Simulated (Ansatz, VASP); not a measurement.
# One calculation of Be2ZnO3, two programs

```xyz
6
Lattice="4.3334 -2.0487 -0.1542 4.3334 2.0487 -0.1542 -0.6648 0.0000 3.0903" Properties=species:S:1:pos:R:3 pbc="T T T"
Be    2.5566    0.0000    1.7925
Be    5.4454    0.0000    0.9894
Zn    0.0000    0.0000    0.0000
O     1.0393    0.0000    1.7205
O     4.3334    0.0000   -0.1542
O     6.9627    0.0000    1.0614
```

Change from the starting cell: species swapped into the Li2HfO3 type (C2/m, No. 12).

Alike in both runs: functional PBE; k mesh 3 × 3 × 4; occupations gaussian, width 0.15 eV; no spin polarisation.

Ansatz relaxed the structure, and its values are those at the end. VASP's run is a single point on that final structure, the one shown.

```csv
,VASP,Ansatz
version,VASP 6.6.1,Ansatz 0.2.0
potentials or method,"VASP PAW PBE potentials, release 64 (Be, Zn, O), cutoff 600 eV","scalar-relativistic, plane waves, PAW"
valence electrons in the cell,34,34
```

```csv
,VASP,Ansatz,Ansatz less VASP
gap on the k mesh at the Fermi level (eV),2.88,2.89,+0.011
least direct gap on the mesh (eV),3.07,3.09,+0.012
pressure (GPa),0.4,0.1,-0.32
rms of the force components (eV/Å),0.041,0.025,-0.0155
```

The k mesh is coarse, so the values compare programs but aren't converged.
